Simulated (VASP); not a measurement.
# SiC in VASP: notebook

Runs on SiC. Level: PBE. Tasks: single point.

Program: VASP 6.6.1. These are calculated values, not measurements. Logs are shortened: lines on timing, memory, paths and dates and some standing lists are left out, and cuts for length are marked.

## Step 1: The cell of the first run

Symmetry: F-43m, No. 216, cubic system. The conventional cell has a = 4.356 Å, b = 4.356 Å, c = 4.356 Å, α = 90.00°, β = 90.00°, γ = 90.00°. Within 2.5 Å of Si (site symmetry -43m) lie 4 C at 1.89 Å. Within 2.5 Å of C (site symmetry -43m) lie 4 Si at 1.89 Å.

## Step 2: Single point, PBE

INCAR reads:

```
  PREC = Accurate
  ENCUT = 520
  EDIFF = 1E-6
  ISMEAR = 0
  SIGMA = 0.01
  LREAL = F
  LASPH = T
  NELM = 80
  ALGO = Normal
  ISIF = 2
  LWAVE = F
  LCHARG = T
  GGA = PE
  LELF = T
  LVHAR = T
  NBANDS = 11
```

KPOINTS reads:

```
regular mesh
0
Gamma
  6 6 6
```

POSCAR reads:

```
SiC
1.0
    0.0000000000      2.1780497564      2.1780497564
    2.1780497564      0.0000000000      2.1780497564
    2.1780497564      2.1780497564      0.0000000000
Si C
1 1
Direct
    0.2500000000      0.2500000000      0.2500000000
    0.0000000000      0.0000000000      0.0000000000
```

Potentials or basis: VASP PAW PBE potentials, release 64 (Si, C).

Run with:

```
> cat potpaw_PBE.64/Si/POTCAR potpaw_PBE.64/C/POTCAR > POTCAR
> mpirun -np 1 vasp_std > vasp.out
```

OUTCAR:

```text
PREC = Accurate
   ENCUT = 520
   EDIFF = 1E-6
   ISMEAR = 0
   LREAL = F
   LASPH = T
   NELM = 80
   ISIF = 2
   GGA = PE

 ion  position               nearest neighbor table
   1  0.250  0.250  0.250-   2 1.89   2 1.89   2 1.89   2 1.89
   2  0.000  0.000  0.000-   1 1.89   1 1.89   1 1.89   1 1.89

  LATTYP: Found a face centered cubic cell.
 ALAT       =     4.3560995128

  Lattice vectors:

 A1 = (   0.0000000000,   2.1780497564,   2.1780497564)
 A2 = (   2.1780497564,   0.0000000000,   2.1780497564)
 A3 = (   2.1780497564,   2.1780497564,   0.0000000000)

Analysis of symmetry for initial positions (statically):
=====================================================================
 Subroutine PRICEL returns:
 Original cell was already a primitive cell.

 Routine SETGRP: Setting up the symmetry group for a
 face centered cubic supercell.

 Subroutine GETGRP returns: Found 24 space group operations
 (whereof 24 operations were pure point group operations)
 out of a pool of 48 trial point group operations.

The static configuration has the point symmetry T_d .

Analysis of symmetry for dynamics (positions and initial velocities):
=====================================================================
 Subroutine PRICEL returns:
 Original cell was already a primitive cell.

 Routine SETGRP: Setting up the symmetry group for a
 face centered cubic supercell.

 Subroutine GETGRP returns: Found 24 space group operations
 (whereof 24 operations were pure point group operations)
 out of a pool of 48 trial point group operations.

The dynamic configuration has the point symmetry T_d .

 Subroutine INISYM returns: Found 24 space group operations
 (whereof 24 operations are pure point group operations),
 and found     1 'primitive' translations

----------------------------------------------------------------------------------------

                                     Primitive cell

  volume of cell :      20.6649

  direct lattice vectors                    reciprocal lattice vectors
     0.000000000  2.178049756  2.178049756    -0.229563167  0.229563167  0.229563167
     2.178049756  0.000000000  2.178049756     0.229563167 -0.229563167  0.229563167
     2.178049756  2.178049756  0.000000000     0.229563167  0.229563167 -0.229563167

  length of vectors
     3.080227505  3.080227505  3.080227505     0.397615069  0.397615069  0.397615069

  position of ions in fractional coordinates (direct lattice)
     0.250000000  0.250000000  0.250000000
     0.000000000  0.000000000  0.000000000

  ion indices of the primitive-cell ions
   primitive index   ion index
                 1           1
                 2           2

----------------------------------------------------------------------------------------

 KPOINTS: regular mesh

Automatic generation of k-mesh.
 Grid dimensions read from file:
 generate k-points for:    6    6    6

 Generating k-lattice:

  Cartesian coordinates                     Fractional coordinates (reciprocal lattice)
    -0.038260528  0.038260528  0.038260528     0.166666667  0.000000000  0.000000000
     0.038260528 -0.038260528  0.038260528     0.000000000  0.166666667  0.000000000
     0.038260528  0.038260528 -0.038260528     0.000000000  0.000000000  0.166666667

  Length of vectors
     0.066269178  0.066269178  0.066269178

  Shift w.r.t. Gamma in fractional coordinates (k-lattice)
     0.000000000  0.000000000  0.000000000

 Subroutine IBZKPT returns following result:
 ===========================================

 Found     16 irreducible k-points:

 Following reciprocal coordinates:
            Coordinates               Weight
  0.000000  0.000000  0.000000      1.000000
  0.166667  0.000000  0.000000      8.000000
  0.333333  0.000000  0.000000      8.000000
  0.500000  0.000000  0.000000      4.000000
  0.166667  0.166667  0.000000      6.000000
  0.333333  0.166667  0.000000     24.000000
[... 8 lines left out ...]
 -0.333333  0.333333  0.166667     24.000000
 -0.333333  0.500000  0.166667     12.000000
   k-points           NKPTS =     16   k-points in BZ     NKDIM =     16   number of bands    NBANDS=     11
   number of dos      NEDOS =    301   number of ions     NIONS =      2
   total plane-waves  NPLWV =  13824
   dimension x,y,z NGX =    24 NGY =   24 NGZ =   24
   dimension x,y,z NGXF=    48 NGYF=   48 NGZF=   48
   ions per type =               1   1
   NGX,Y,Z   is equivalent  to a cutoff of  12.95, 12.95, 12.95 a.u.
   NGXF,Y,Z  is equivalent  to a cutoff of  25.91, 25.91, 25.91 a.u.
 SYSTEM =  unknown system
   PREC   = accura    normal or accurate (medium, high low for compatibility)
   ISTART =      0    job   : 0-new  1-cont  2-samecut
   ICHARG =      2    charge: 1-file 2-atom 10-const
   ISPIN  =      1    spin polarized calculation?
   LNONCOLLINEAR =      F non collinear calculations
   LSORBIT =      F    spin-orbit coupling
   LASPH  =      T    aspherical Exc in radial PAW
   ENCUT  =  520.0 eV  38.22 Ry    6.18 a.u.   5.73  5.73  5.73*2*pi/ulx,y,z
   NELM   =     80;   NELMIN=  2; NELMDL= -5     # of ELM steps
   EDIFF  = 0.1E-05   stopping-criterion for ELM
   LREAL  =      F    real-space projection
[... 7 lines left out ...]
   TEBEG  =    0.0;   TEEND  =   0.0 temperature during run
   PSTRESS=    0.0 pullay stress
   NELECT =       8.0000    total number of electrons
   NUPDOWN=      -1.0000    fix difference up-down
   EMIN   =  10.00;   EMAX   =-10.00  energy-range for DOS
   EFERMI =   0.00;   METHOD = LEGACY
   ISMEAR =     0;   SIGMA  =   0.01  broadening in eV -4-tet -1-fermi 0-gaus
   EFERMI_NEDOS =   21; number of points for ismear=-14 and -15
   IALGO  =     38    algorithm
   IMIX   =      4    mixing-type and parameters
     AMIX     =   0.40;   BMIX     =  1.00
     AMIX_MAG =   1.60;   BMIX_MAG =  1.00
  volume/ion in A,a.u.               =      10.33        69.73
  Fermi-wavevector in a.u.,A,eV,Ry     =   1.193146  2.254720 19.369228  1.423598
  Thomas-Fermi vector in A             =   2.329168
   LORBIT       =      0    0 simple, 1 ext, 2 COOP (PROOUT), +10 PAW based schemes
   GGA     = PE    functional components
   LHFCALC =     F    Hartree Fock is set to
   AEXX    =    0.0000 exact exchange contribution
   IVDW    =     0    specifies the selected vdW correction
   LEPSILON=     F    determine dielectric tensor
   LRPA    =     F    only Hartree local field effects (RPA)
 non-spin polarized calculation
 Gauss-broadening in eV      SIGMA  =   0.01
  energy-cutoff  :      520.00
  volume of cell :       20.66
 maximum number of plane-waves:       568
   NGX = 11   NGY = 11   NGZ = 11

 number of electron       8.0000001 magnetization

 Free energy of the ion-electron system (eV)
  ---------------------------------------------------
  ext. energy  EPLUGINS =         0.00000000
  ---------------------------------------------------
  free energy    TOTEN  =       -15.04652033 eV

  energy without entropy =      -15.04652033  energy(sigma->0) =      -15.04652033

 E-fermi :   8.1937     XC(G=0): -11.3600

 val. band max:        8.1292341755   @ k =   0.0000   0.0000   0.0000
 cond. band min:       9.4787616168   @ k =   0.5000   0.5000   0.0000
 fundamental gap:      1.3495274413
 Fermi energy:         8.1937093440

 k-point     1 :       0.0000    0.0000    0.0000
  band No.  band energies     occupation
      1      -7.2877      2.00000
      2       8.1292      2.00000
      3       8.1292      2.00000
      4       8.1292      2.00000
      5      14.3772      0.00000
      6      15.4392      0.00000
      7      15.4392      0.00000
      8      15.4392      0.00000
      9      22.6369      0.00000
     10      22.6369      0.00000
     11      24.6245      0.00000

 k-point     2 :       0.1667    0.0000    0.0000
  band No.  band energies     occupation
      1      -6.7479      2.00000
      2       5.7568      2.00000
      3       7.7991      2.00000
      4       7.7991      2.00000
      5      14.4808      0.00000
      6      15.9578      0.00000
      7      15.9578      0.00000
      8      16.4923      0.00000
      9      21.1028      0.00000
     10      21.1028      0.00000
     11      23.8008      0.00000

 k-point     3 :       0.3333    0.0000    0.0000
  band No.  band energies     occupation
      1      -5.2192      2.00000
      2       1.9485      2.00000
      3       7.2850      2.00000
      4       7.2850      2.00000
      5      13.8233      0.00000
      6      15.7731      0.00000
      7      15.7731      0.00000
      8      18.0554      0.00000
      9      22.4132      0.00000
     10      22.4132      0.00000
     11      23.4007      0.00000

 k-point     4 :       0.5000    0.0000    0.0000
  band No.  band energies     occupation
      1      -3.7152      2.00000
      2      -0.4166      2.00000
      3       7.0764      2.00000
      4       7.0764      2.00000
      5      13.5712      0.00000
      6      15.3551      0.00000
      7      15.3551      0.00000
      8      18.1881      0.00000
      9      24.3412      0.00000
     10      25.3709      0.00000
     11      25.3709      0.00000

 k-point     5 :       0.1667    0.1667    0.0000
  band No.  band energies     occupation
      1      -6.5675      2.00000
      2       6.3345      2.00000
      3       7.0201      2.00000
      4       7.0201      2.00000
      5      13.6731      0.00000
      6      15.4820      0.00000
      7      17.1770      0.00000
      8      17.1770      0.00000
      9      18.9698      0.00000
     10      23.4511      0.00000
     11      26.8591      0.00000
[... 99 lines left out ...]
 k-point    13 :       0.5000    0.5000    0.0000
  band No.  band energies     occupation
      1      -2.2617      2.00000
      2       0.3263      2.00000
      3       4.9395      2.00000
      4       4.9395      2.00000
      5       9.4788      0.00000
      6      12.4501      0.00000
      7      22.1766      0.00000
      8      22.1766      0.00000
      9      22.9346      0.00000
     10      28.2522      0.00000
     11      30.3148      0.00000

 k-point    14 :       0.5000    0.3333    0.1667
  band No.  band energies     occupation
      1      -3.9340      2.00000
      2       2.1723      2.00000
      3       4.0243      2.00000
      4       5.7078      2.00000
      5      13.0237      0.00000
      6      15.8833      0.00000
      7      16.7184      0.00000
      8      19.8147      0.00000
      9      21.4590      0.00000
     10      24.9351      0.00000
     11      28.7460      0.00000

 k-point    15 :      -0.3333    0.3333    0.1667
  band No.  band energies     occupation
      1      -2.6308      2.00000
      2       0.7491      2.00000
      3       3.4116      2.00000
      4       5.0053      2.00000
      5      13.2488      0.00000
      6      16.0259      0.00000
      7      18.4532      0.00000
      8      19.4241      0.00000
      9      21.0520      0.00000
     10      24.6050      0.00000
     11      29.3032      0.00000

 k-point    16 :      -0.3333    0.5000    0.1667
  band No.  band energies     occupation
      1      -2.0922      2.00000
      2       0.8368      2.00000
      3       3.6165      2.00000
      4       3.7408      2.00000
      5      12.1188      0.00000
      6      15.2242      0.00000
      7      18.9701      0.00000
      8      20.3498      0.00000
      9      22.3251      0.00000
     10      25.8533      0.00000
     11      29.2922      0.00000

------------------------ aborting loop because EDIFF is reached ----------------------------------------

  FORCE on cell =-STRESS in cart. coord.  units (eV):
  Direction    XX          YY          ZZ          XY          YZ          ZX
  --------------------------------------------------------------------------------------
  -------------------------------------------------------------------------------------
  Total        0.4575493      0.4575493      0.4575493     -0.0000000     -0.0000000      0.0000000
  in kB       35.4744048     35.4744048     35.4744048     -0.0000000     -0.0000000      0.0000000
  external PRESSURE =      35.4744048 kB  Pullay stress =       0.0000000 kB

 VOLUME and BASIS-vectors are now :
 -----------------------------------------------------------------------------
  energy-cutoff  :      520.00
  volume of cell :       20.66
      direct lattice vectors                 reciprocal lattice vectors
     0.000000000  2.178049756  2.178049756    -0.229563167  0.229563167  0.229563167
     2.178049756  0.000000000  2.178049756     0.229563167 -0.229563167  0.229563167
     2.178049756  2.178049756  0.000000000     0.229563167  0.229563167 -0.229563167

 POSITION                                       TOTAL-FORCE (eV/Angst)
 -----------------------------------------------------------------------------------
      1.08902      1.08902      1.08902         0.000000      0.000000      0.000000
      0.00000      0.00000      0.00000        -0.000000     -0.000000     -0.000000
 -----------------------------------------------------------------------------------
    total drift:                               -0.000000     -0.000000     -0.000000

  FREE ENERGIE OF THE ION-ELECTRON SYSTEM (eV)
  ---------------------------------------------------
  free  energy   TOTEN  =       -15.0465203285 eV

  energy  without entropy=      -15.0465203285  energy(sigma->0) =      -15.04652033
```

Wall time 2.7 s (1 thread of Intel Xeon Platinum 8481C at 2.70GHz (Sapphire Rapids), shared host); peak memory 0.13 GiB.

Results:

| Property | Result |
| --- | --- |
| Free energy | -15.0465 eV |
| Pressure | 3.5 GPa |
| Band gap on the k mesh | 1.35 eV, indirect (least direct gap 4.54 eV) |

A k mesh can miss the band edges. A hybrid or GW would open this gap; PBE tends to underestimate it.

## Step 3: Single point, PBE (uniaxial x strain -2.9%)

INCAR reads:

```
PREC = Accurate
ENCUT = 520
EDIFF = 1E-7
ISMEAR = 0
SIGMA = 0.01
LREAL = F
LASPH = T
NELM = 80
ALGO = Normal
ISIF = 2
LWAVE = F
LCHARG = F
GGA = PE
NBANDS = 11
```

KPOINTS is that of step 2.

POSCAR reads:

```
SiC
1.0
    0.0000000000      2.1780497564      2.1780497564
    2.1146685085      0.0000000000      2.1780497564
    2.1146685085      2.1780497564      0.0000000000
Si C
1 1
Direct
    0.2500000000      0.2500000000      0.2500000000
    0.0000000000      0.0000000000      0.0000000000
```

Potentials or basis: VASP PAW PBE potentials, release 64 (Si, C).

Run with:

```
> cat potpaw_PBE.64/Si/POTCAR potpaw_PBE.64/C/POTCAR > POTCAR
> mpirun -np 1 vasp_std > vasp.out
```

It took 3 s on 1 thread of Intel Xeon Platinum 8481C at 2.70GHz (Sapphire Rapids), shared host; peak memory 0.13 GiB.

Results (log left out):

- Free energy: -15.0111 eV
- Pressure: 10.5 GPa
- Band gap on the k mesh: 1.01 eV, indirect (least direct gap 4.53 eV)

Stress tensor (GPa, compression positive):
```
15.27  0.00  0.00
 0.00  8.18  0.00
 0.00  0.00  8.18
```

Levels at points of the mesh, in eV from the valence-band top:
| k point | band 2 | band 3 | band 4 | band 5 | band 6 | band 7 |
| --- | --- | --- | --- | --- | --- | --- |
| (0.00, 0.00, 0.00) | -0.19 | -0.19 | 0.00 | 6.46 | 7.34 | 7.42 |
| (0.50, 0.00, 0.00) | -8.84 | -1.37 | -1.01 | 5.50 | 6.99 | 7.53 |
| (0.50, 0.50, 0.00) | -8.15 | -3.29 | -3.24 | 1.29 | 4.47 | 13.82 |
| (0.00, 0.50, 0.50) | -7.77 | -3.59 | -3.59 | 1.01 | 3.95 | 14.17 |

Caveat: the k points lie up to 0.42 Å⁻¹ apart; the cell differs from its parent crystal (uniaxial x strain -2.9%). A k mesh can miss the band edges.

(Part 1 of 2 ends here.)
